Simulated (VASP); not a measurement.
Here is a VASP 6.6.1 calculation.

File INCAR:

```
SYSTEM = AlP
ALGO = Normal ; EDIFF = 1E-6
ENCUT = 500 ; GGA = PS
GGA_COMPAT = .False. ; ISIF = 2
ISMEAR = -1 ; LASPH = .True.
LCHARG = .True. ; LELF = .True.
LREAL = .False. ; LVHAR = .True.
LWAVE = .False. ; NBANDS = 11
NELM = 120 ; PREC = Accurate
SIGMA = 0.01
```

KPOINTS

```
k-points
0
Gamma
  6 6 6
  0 0 0
```

Contents of POSCAR:

```
AlP
1.0
    0.0000000000      2.6698619393      2.6698619393
    2.6698619393      0.0000000000      2.6698619393
    2.6698619393      2.6698619393      0.0000000000
Al P
1 1
Direct
    0.0000000000      0.0000000000      0.0000000000
    0.2500000000      0.2500000000      0.2500000000
```

Potentials or basis: VASP PAW PBE potentials, release 64 (Al, P).

Run with:

```sh
$ cat potpaw_PBE.64/Al/POTCAR potpaw_PBE.64/P/POTCAR > POTCAR
$ mpirun -np 1 vasp_std > vasp.out
```

Question: What does it give for the band gap on the k mesh?

Answer: 1.29 eV, indirect (least direct gap 3.56 eV).

Question: Predict the pressure.

Answer: 7.4 GPa.

Caveat: the PAW data sets were made with another functional, which shifts forces and pressure a little. Expect the measured gap to be larger: semilocal functionals such as PBEsol lack the derivative discontinuity.
